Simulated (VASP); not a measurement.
Here is a VASP 6.6.1 calculation.

File INCAR:

```
ALGO = Normal ; EDIFF = 1E-7
ENCUT = 520 ; GGA = PE
ISIF = 2 ; ISMEAR = 0
ISPIN = 2 ; LASPH = T
LCHARG = F ; LORBIT = 11
LREAL = F ; LWAVE = F
MAGMOM = 0.5 0.5 0.5 0.5 ; NBANDS = 30
NELM = 150 ; PREC = Accurate
SIGMA = 0.05
```

The input KPOINTS:

```
k-points
0
Gamma
  1 1 13
```

File POSCAR:

```
InSb
1.0
   11.7000000000      0.0000000000      0.0000000000
    0.0000000000      9.3000000000      0.0000000000
    0.0000000000      0.0000000000      5.1713537694
In Sb
2 2
Direct
    0.3839760372      0.5000000000      0.0000000000
    0.6160239628      0.5000000000      0.5000000000
    0.3839760372      0.5000000000      0.5000000000
    0.6160239628      0.5000000000      0.0000000000
```

Potentials or basis: VASP PAW PBE potentials, release 64 (In_d, Sb).

The run is started by

```console
$ cat potpaw_PBE.64/In_d/POTCAR potpaw_PBE.64/Sb/POTCAR > POTCAR
$ mpirun -np 1 vasp_std > vasp.out
```

(1) What does it give for the site moments?

(2) Estimate the net moment.

(3) What does it give for the largest force?

Results:

(1) In -0.00; Sb +0.09 μB.

(2) 0.46 μB per cell.

(3) 1.227 eV/Å.

Caveat: a moment this small can come from the mesh or the smearing.
